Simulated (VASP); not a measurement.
# GaN (F-43m) in VASP: further runs, part 2 of 2

VASP 6.6.1.

## 5. Single point, B3LYP

This run uses another cell than the first one, of 11.68 Å³/atom.

POSCAR reads:

```
GaN
1.0
    0.0000000000      2.2690397976      2.2690397976
    2.2690397976      0.0000000000      2.2690397976
    2.2690397976      2.2690397976      0.0000000000
Ga N
1 1
Direct
    0.0000000000      0.0000000000      0.0000000000
    0.2500000000      0.2500000000      0.2500000000
```

INCAR.step1 reads:

```
PREC     = Accurate       # precision mode
ENCUT    = 520            # plane-wave cutoff, eV
EDIFF    = 1E-5           # SCF threshold, eV
ISMEAR   = -1             # smearing method
SIGMA    = 0.05           # smearing width, eV
LREAL    = False          # projectors in reciprocal space
LASPH    = True           # aspherical terms in the spheres
NELM     = 100            # most SCF steps
ALGO     = Normal         # electronic algorithm
ISIF     = 2              # what is computed and relaxed
LWAVE    = True           # write WAVECAR
GGA      = PE             # functional
NBANDS   = 16             # bands
```

INCAR.step2 reads:

```
PREC     = Accurate       # precision mode
ENCUT    = 520            # plane-wave cutoff, eV
EDIFF    = 1E-6           # SCF threshold, eV
ISMEAR   = -1             # smearing method
SIGMA    = 0.05           # smearing width, eV
LREAL    = False          # projectors in reciprocal space
LASPH    = True           # aspherical terms in the spheres
NELM     = 100            # most SCF steps
ALGO     = Normal         # electronic algorithm
ISIF     = 2              # what is computed and relaxed
LWAVE    = False          # write WAVECAR
LCHARG   = True           # write CHGCAR
GGA      = B3             # functional
LHFCALC  = True           # exact exchange
AEXX     = 0.2            # exact-exchange fraction
AGGAX    = 0.72         
AGGAC    = 0.81         
ALDAC    = 0.19         
PRECFOCK = Normal       
LELF     = True           # ELF
LVHAR    = True         
ISTART   = 1            
NBANDS   = 16             # bands
```

KPOINTS reads:

```
regular mesh
0
Gamma
  5 5 5
```

Potentials or basis: VASP PAW PBE potentials, release 64 (Ga_d, N).

Command:

```bash
$ cat potpaw_PBE.64/Ga_d/POTCAR potpaw_PBE.64/N/POTCAR > POTCAR
$ cp INCAR.step1 INCAR
$ mpirun -np 1 vasp_std > vasp.out
$ cp INCAR.step2 INCAR
$ mpirun -np 1 vasp_std > vasp.out
```

OUTCAR:

```text
PREC = Accurate
   ENCUT = 520
   EDIFF = 1E-6
   ISMEAR = -1
   LREAL = False
   LASPH = True
   NELM = 100
   ISIF = 2
   GGA = B3
   LHFCALC = True
   AEXX = 0.2
   PRECFOCK = Normal
   ISTART = 1

 ion  position               nearest neighbor table
   1  0.000  0.000  0.000-   2 1.97   2 1.97   2 1.97   2 1.97
   2  0.250  0.250  0.250-   1 1.97   1 1.97   1 1.97   1 1.97

  LATTYP: Found a face centered cubic cell.
 ALAT       =     4.5380795952

  Lattice vectors:

 A1 = (   0.0000000000,   2.2690397976,   2.2690397976)
 A2 = (   2.2690397976,   0.0000000000,   2.2690397976)
 A3 = (   2.2690397976,   2.2690397976,   0.0000000000)

Analysis of symmetry for initial positions (statically):
=====================================================================
 Subroutine PRICEL returns:
 Original cell was already a primitive cell.

 Routine SETGRP: Setting up the symmetry group for a
 face centered cubic supercell.

 Subroutine GETGRP returns: Found 24 space group operations
 (whereof 24 operations were pure point group operations)
 out of a pool of 48 trial point group operations.

The static configuration has the point symmetry T_d .

Analysis of symmetry for dynamics (positions and initial velocities):
=====================================================================
 Subroutine PRICEL returns:
 Original cell was already a primitive cell.

 Routine SETGRP: Setting up the symmetry group for a
 face centered cubic supercell.

 Subroutine GETGRP returns: Found 24 space group operations
 (whereof 24 operations were pure point group operations)
 out of a pool of 48 trial point group operations.
[... 104 lines left out ...]
   IMIX   =      1    mixing-type and parameters
     AMIX     =   0.40;   BMIX     =  1.00
     AMIX_MAG =   1.60;   BMIX_MAG =  1.00
  volume/ion in A,a.u.               =      11.68        78.84
  Fermi-wavevector in a.u.,A,eV,Ry     =   1.500768  2.836040 30.644463  2.252305
  Thomas-Fermi vector in A             =   2.612226
   LORBIT       =      0    0 simple, 1 ext, 2 COOP (PROOUT), +10 PAW based schemes
   GGA     = B3    functional components
   LHFCALC =     T    Hartree Fock is set to
   PRECFOCK=normal    Normal, Fast or Accurate (Low or Medium for compatibility)
   ENCUT4O =  -1.0   cutoff for four orbital integrals eV
   NKREDX  =     1    reduce k-point grid by
   NKREDY  =     1    reduce k-point grid by
   NKREDZ  =     1    reduce k-point grid by
   AEXX    =    0.2000 exact exchange contribution
   HFSCREEN=    0.0000 screening length (either q_TF or 0.3 A-1)
   HFSCREENC=   0.0000 screening length for correlation (either q_TF or 0.3 A-1)
   ENCUTFOCK=  -1.0 apply spherical cutoff to Coloumb kernel
   IVDW    =     0    specifies the selected vdW correction
   LEPSILON=     F    determine dielectric tensor
   LRPA    =     F    only Hartree local field effects (RPA)
 non-spin polarized calculation
  energy-cutoff  :      520.00
  volume of cell :       23.36
 maximum number of plane-waves:       635
  NGX = 18; NGY = 18; NGZ = 18

 number of electron      17.9999989 magnetization

 Free energy of the ion-electron system (eV)
  ---------------------------------------------------
  ext. energy  EPLUGINS =         0.00000000
  ---------------------------------------------------
  free energy    TOTEN  =       -13.98872520 eV

  energy without entropy =      -13.98872520  energy(sigma->0) =      -13.98872520

 E-fermi :   5.3472     XC(G=0):  -9.2328

 val. band max:        4.2943319044   @ k =   0.0000   0.0000   0.0000
 cond. band min:       7.5639017940   @ k =   0.0000   0.0000   0.0000
 fundamental gap:      3.2695698897
 Fermi energy:         5.3472425123

 k-point     1 :       0.0000    0.0000    0.0000
  band No.  band energies     occupation
      1     -12.6054      2.00000
      2     -10.9914      2.00000
      3     -10.9913      2.00000
      4     -10.9913      2.00000
      5     -10.6990      2.00000
      6     -10.6990      2.00000
[... 167 lines left out ...]
      3     -10.8287      2.00000
      4     -10.7282      2.00000
      5     -10.6748      2.00000
      6      -8.5311      2.00000
[... 8 lines left out ...]
     15      25.7403      0.00000
     16      29.4961      0.00000

------------------------ aborting loop because EDIFF is reached ----------------------------------------

  FORCE on cell =-STRESS in cart. coord.  units (eV):
  Direction    XX          YY          ZZ          XY          YZ          ZX
  --------------------------------------------------------------------------------------
  -------------------------------------------------------------------------------------
  Total        0.1749104      0.1749104      0.1749104      0.0000000      0.0000000      0.0000000
  in kB       11.9941644     11.9941644     11.9941644      0.0000000      0.0000000      0.0000000
  external PRESSURE =      11.9941644 kB  Pullay stress =       0.0000000 kB

 VOLUME and BASIS-vectors are now :
 -----------------------------------------------------------------------------
  energy-cutoff  :      520.00
  volume of cell :       23.36
      direct lattice vectors                 reciprocal lattice vectors
     0.000000000  2.269039798  2.269039798    -0.220357528  0.220357528  0.220357528
     2.269039798  0.000000000  2.269039798     0.220357528 -0.220357528  0.220357528
     2.269039798  2.269039798  0.000000000     0.220357528  0.220357528 -0.220357528

 POSITION                                       TOTAL-FORCE (eV/Angst)
 -----------------------------------------------------------------------------------
      0.00000      0.00000      0.00000         0.000000      0.000000      0.000000
      1.13452      1.13452      1.13452        -0.000000     -0.000000     -0.000000
 -----------------------------------------------------------------------------------
    total drift:                                0.000017      0.000019      0.000007

  FREE ENERGIE OF THE ION-ELECTRON SYSTEM (eV)
  ---------------------------------------------------
  free  energy   TOTEN  =       -13.9887252047 eV

  energy  without entropy=      -13.9887252046  energy(sigma->0) =      -13.98872520
```

OUTCAR.step1:

```text
PREC = Accurate
   ENCUT = 520
   EDIFF = 1E-5
   ISMEAR = -1
   LREAL = False
[... 394 lines left out ...]
      0.00000      0.00000      0.00000         0.000000      0.000000      0.000000
      1.13452      1.13452      1.13452        -0.000000     -0.000000     -0.000000
 -----------------------------------------------------------------------------------
    total drift:                                0.000002      0.000002      0.000001

  FREE ENERGIE OF THE ION-ELECTRON SYSTEM (eV)
  ---------------------------------------------------
  free  energy   TOTEN  =       -12.1366121164 eV

  energy  without entropy=      -12.1366121103  energy(sigma->0) =      -12.13661211
```

Wall time 12 min (1 thread of Oxide Virtual Turin-like, shared host); peak memory 0.11 GiB.

What came out:

```
Free energy            : -13.9887 eV
Pressure               : 1.2 GPa
Band gap on the k mesh : 3.27 eV
```

Caveat: the k points lie up to 0.48 Å⁻¹ apart; the PAW data sets were made with another functional, which shifts forces and pressure a little.

## 6. Relaxation of cell and atoms, B3LYP

POSCAR reads:

```
GaN
1.0
    0.0000000000      2.2535006075      2.2535006075
    2.2535006075      0.0000000000      2.2535006075
    2.2535006075      2.2535006075      0.0000000000
Ga N
1 1
Direct
    0.0000000000      0.0000000000      0.0000000000
    0.2500000000      0.2500000000      0.2500000000
```

INCAR.step1 reads:

```
ALGO = Normal
EDIFF = 1E-5
ENCUT = 600
GGA = PE
ISMEAR = -1
LASPH = T
LCHARG = F
LREAL = F
LWAVE = T
NBANDS = 16
NELM = 60
PREC = Accurate
SIGMA = 0.05
```

INCAR.step2 reads:

```
AEXX = 0.2
AGGAC = 0.81
AGGAX = 0.72
ALDAC = 0.19
ALGO = Normal
EDIFF = 1E-7
EDIFFG = -0.01
ENCUT = 600
GGA = B3
IBRION = 2
ISIF = 3
ISMEAR = -1
ISTART = 1
LASPH = T
LCHARG = F
LHFCALC = T
LREAL = F
LWAVE = F
NELM = 60
NSW = 60
PREC = Accurate
PRECFOCK = Normal
SIGMA = 0.05
```

KPOINTS reads:

```
k-points
0
Gamma
  5 5 5
```

Potentials or basis: VASP PAW PBE potentials, release 64 (Ga_d, N).

Command:

```bash
$ cat potpaw_PBE.64/Ga_d/POTCAR potpaw_PBE.64/N/POTCAR > POTCAR
$ cp INCAR.step1 INCAR
$ mpirun -np 1 vasp_std > vasp.out
$ cp INCAR.step2 INCAR
$ mpirun -np 1 vasp_std > vasp.out
```

OUTCAR:

```text
AEXX = 0.2
   EDIFF = 1E-7
   EDIFFG = -0.01
   ENCUT = 600
   GGA = B3
   IBRION = 2
   ISIF = 3
   ISMEAR = -1
   ISTART = 1
   LASPH = T
   LHFCALC = T
   LREAL = F
   NELM = 60
   NSW = 60
   PREC = Accurate
   PRECFOCK = Normal

 ion  position               nearest neighbor table
   1  0.000  0.000  0.000-   2 1.95   2 1.95   2 1.95   2 1.95
   2  0.250  0.250  0.250-   1 1.95   1 1.95   1 1.95   1 1.95

  LATTYP: Found a face centered cubic cell.
 ALAT       =     4.5070012150

  Lattice vectors:

 A1 = (   0.0000000000,   2.2535006075,   2.2535006075)
 A2 = (   2.2535006075,   0.0000000000,   2.2535006075)
 A3 = (   2.2535006075,   2.2535006075,   0.0000000000)

Analysis of symmetry for initial positions (statically):
=====================================================================
 Subroutine PRICEL returns:
 Original cell was already a primitive cell.

 Routine SETGRP: Setting up the symmetry group for a
 face centered cubic supercell.

 Subroutine GETGRP returns: Found 24 space group operations
 (whereof 24 operations were pure point group operations)
 out of a pool of 48 trial point group operations.

The static configuration has the point symmetry T_d .

Analysis of symmetry for dynamics (positions and initial velocities):
=====================================================================
 Subroutine PRICEL returns:
 Original cell was already a primitive cell.

 Routine SETGRP: Setting up the symmetry group for a
 face centered cubic supercell.

 Subroutine GETGRP returns: Found 24 space group operations
 (whereof 24 operations were pure point group operations)
 out of a pool of 48 trial point group operations.

The dynamic configuration has the point symmetry T_d .
[... 100 lines left out ...]
   EFERMI_NEDOS =   21; number of points for ismear=-14 and -15
   IALGO  =     38    algorithm
   IMIX   =      1    mixing-type and parameters
     AMIX     =   0.40;   BMIX     =  1.00
     AMIX_MAG =   1.60;   BMIX_MAG =  1.00
  volume/ion in A,a.u.               =      11.44        77.23
  Fermi-wavevector in a.u.,A,eV,Ry     =   1.511117  2.855596 31.068543  2.283473
  Thomas-Fermi vector in A             =   2.621216
   LORBIT       =      0    0 simple, 1 ext, 2 COOP (PROOUT), +10 PAW based schemes
   GGA     = B3    functional components
   LHFCALC =     T    Hartree Fock is set to
   PRECFOCK=normal    Normal, Fast or Accurate (Low or Medium for compatibility)
   ENCUT4O =  -1.0   cutoff for four orbital integrals eV
   NKREDX  =     1    reduce k-point grid by
   NKREDY  =     1    reduce k-point grid by
   NKREDZ  =     1    reduce k-point grid by
   AEXX    =    0.2000 exact exchange contribution
   HFSCREEN=    0.0000 screening length (either q_TF or 0.3 A-1)
   HFSCREENC=   0.0000 screening length for correlation (either q_TF or 0.3 A-1)
   ENCUTFOCK=  -1.0 apply spherical cutoff to Coloumb kernel
   IVDW    =     0    specifies the selected vdW correction
   LEPSILON=     F    determine dielectric tensor
   LRPA    =     F    only Hartree local field effects (RPA)
 conjugate gradient relaxation of ions
 non-spin polarized calculation
  energy-cutoff  :      600.00
  volume of cell :       22.89
 maximum number of plane-waves:       785
 NGX is ok and might be reduce to    28
  NGX = 20; NGY = 20; NGZ = 20

--------------------------------------- Ionic step        1  -------------------------------------------

 number of electron      18.0000005 magnetization

 Free energy of the ion-electron system (eV)
  ---------------------------------------------------
  ext. energy  EPLUGINS =         0.00000000
  ---------------------------------------------------
  free energy    TOTEN  =       -13.98024145 eV

  energy without entropy =      -13.98024145  energy(sigma->0) =      -13.98024145

------------------------ aborting loop because EDIFF is reached ----------------------------------------

  FORCE on cell =-STRESS in cart. coord.  units (eV):
  Direction    XX          YY          ZZ          XY          YZ          ZX
  --------------------------------------------------------------------------------------
  -------------------------------------------------------------------------------------
  Total        0.7224060      0.7224060      0.7224060      0.0000000      0.0000000      0.0000000
  in kB       50.5695260     50.5695260     50.5695260      0.0000000      0.0000000      0.0000000
  external PRESSURE =      50.5695260 kB  Pullay stress =       0.0000000 kB
[... 59 lines left out ...]
--------------------------------------- Ionic step        3  -------------------------------------------

 number of electron      18.0000002 magnetization

 Free energy of the ion-electron system (eV)
  ---------------------------------------------------
  ext. energy  EPLUGINS =         0.00000000
  ---------------------------------------------------
  free energy    TOTEN  =       -13.98975242 eV

  energy without entropy =      -13.98975242  energy(sigma->0) =      -13.98975242

 E-fermi :   5.3143     XC(G=0):  -9.2070

 val. band max:        4.2335092848   @ k =   0.0000   0.0000   0.0000
 cond. band min:       7.4571036825   @ k =   0.0000   0.0000   0.0000
 fundamental gap:      3.2235943977
 Fermi energy:         5.3143024433

 k-point     1 :       0.0000    0.0000    0.0000
  band No.  band energies     occupation
      1     -12.6172      2.00000
      2     -11.0530      2.00000
      3     -11.0530      2.00000
      4     -11.0530      2.00000
      5     -10.7660      2.00000
      6     -10.7660      2.00000
      7       4.2335      2.00000
      8       4.2335      2.00000
      9       4.2335      2.00000
     10       7.4571      0.00000
     11      16.2642      0.00000
     12      16.2642      0.00000
     13      16.2642      0.00000
[... 171 lines left out ...]
  FREE ENERGIE OF THE ION-ELECTRON SYSTEM (eV)
  ---------------------------------------------------
  free  energy   TOTEN  =       -13.9897524248 eV

  energy  without entropy=      -13.9897524248  energy(sigma->0) =      -13.98975242

 reached required accuracy - stopping structural energy minimisation
```

OSZICAR.step1:

```text
N       E                     dE             d eps       ncg     rms          rms(c)
DAV:   1     0.774229027348E+02    0.77423E+02   -0.10330E+04   376   0.221E+03
DAV:   2    -0.859164670337E+01   -0.86015E+02   -0.80870E+02   376   0.344E+02
DAV:   3    -0.140750215466E+02   -0.54834E+01   -0.54583E+01   376   0.722E+01
DAV:   4    -0.141410248136E+02   -0.66003E-01   -0.65993E-01   408   0.864E+00
DAV:   5    -0.141419525148E+02   -0.92770E-03   -0.92770E-03   368   0.920E-01    0.772E+00
DAV:   6    -0.121271441236E+02    0.20148E+01   -0.49699E+00   488   0.402E+01    0.268E+00
DAV:   7    -0.121357568596E+02   -0.86127E-02   -0.32421E-01   328   0.653E+00    0.174E+00
DAV:   8    -0.121321155674E+02    0.36413E-02   -0.55590E-02   376   0.334E+00    0.717E-01
DAV:   9    -0.121284913667E+02    0.36242E-02   -0.13901E-02   480   0.280E+00    0.187E-01
DAV:  10    -0.121288121767E+02   -0.32081E-03   -0.15356E-03   392   0.603E-01    0.818E-02
DAV:  11    -0.121287233175E+02    0.88859E-04   -0.29732E-04   464   0.273E-01    0.128E-02
DAV:  12    -0.121287294927E+02   -0.61752E-05   -0.30777E-05   384   0.613E-02
   1 F= -.12128729E+02 E0= -.12128729E+02  d E =-.174383E-08
```

Wall time 54 min (1 thread of Oxide Virtual Turin-like, shared host); peak memory 0.15 GiB.

Results:

* Free energy: -13.9898 eV
* Relaxed volume: 11.75 Å³/atom
* Relaxed cell: a = 3.215 Å, b = 3.215 Å, c = 3.215 Å, α = 60.00°, β = 60.00°, γ = 60.00°
* Space group after relaxing (to 0.1 Å): F-43m (No. 216)
* Energy gained by relaxing: 4.8 meV/atom
* Ionic steps: 3
* Pressure after relaxing: 0.0 GPa
* Band gap on the k mesh: 3.22 eV

Step by step:
```
step  energy change (eV)  largest force (eV/Å)  pressure (GPa)  volume (Å³)
   1              0.0000                0.0000            5.06        22.89
   2             -0.0010                0.0000           -4.43        24.11
   3             -0.0095                0.0000           -0.02        23.51
```

Final structure:
```yaml
crystal:
  lattice:
    - [0.00000, 2.27358, 2.27358]
    - [2.27358, 0.00000, 2.27358]
    - [2.27358, 2.27358, 0.00000]
  atoms:
    - { symbol: Ga, position: [0.00000, 0.00000, 0.00000] }
    - { symbol: N, position: [0.25000, 0.25000, 0.25000] }
```

Levels at points of the mesh, in eV from the valence-band top:
| k point | band 7 | band 8 | band 9 | band 10 | band 11 | band 12 |
| --- | --- | --- | --- | --- | --- | --- |
| (0.00, 0.00, 0.00) | 0.00 | 0.00 | 0.00 | 3.22 | 12.03 | 12.03 |

Caveat: the k points lie up to 0.48 Å⁻¹ apart in the final cell; the PAW data sets were made with another functional, which shifts forces and pressure a little.

## 7. Summary

```tsv
task	level	cell	k mesh	cutoff (eV)	share of exact exchange	screening parameter	gap on the mesh (eV)	pressure (GPa)
single point	r2SCAN50	a = 3.187 Å, angles 60.0°, 2 atoms	5 × 5 × 5	580	0.5	-	5.98	-7.7
single point	PBE-based screened hybrid with 15 % exact exchange	a = 3.187 Å, angles 60.0°, 2 atoms	6 × 6 × 6	520	0.15	0.20787 1/Å	2.46	1.2
single point	PBE-based screened hybrid with 25 % exact exchange	a = 3.187 Å, angles 60.0°, 2 atoms	6 × 6 × 6	520	0.25	0.20787 1/Å	2.98	-1.3
single point	B3LYP	a = 3.209 Å, angles 60.0°, 2 atoms	5 × 5 × 5	520	0.2	-	3.27	1.2
relaxation of cell and atoms	B3LYP	relaxed from a = 3.187 Å, angles 60.0°, 2 atoms	5 × 5 × 5	600	0.2	-	3.22	0.0
```

Alike in all rows: potentials or basis VASP PAW PBE potentials, release 64 (Ga_d, N); no spin polarisation; smearing fermi-dirac 0.05 eV.

Caveats: some runs use coarse meshes; the PAW data sets were made with another functional, which shifts forces and pressure a little.

Absolute energies hang on the potentials; compare differences alone.
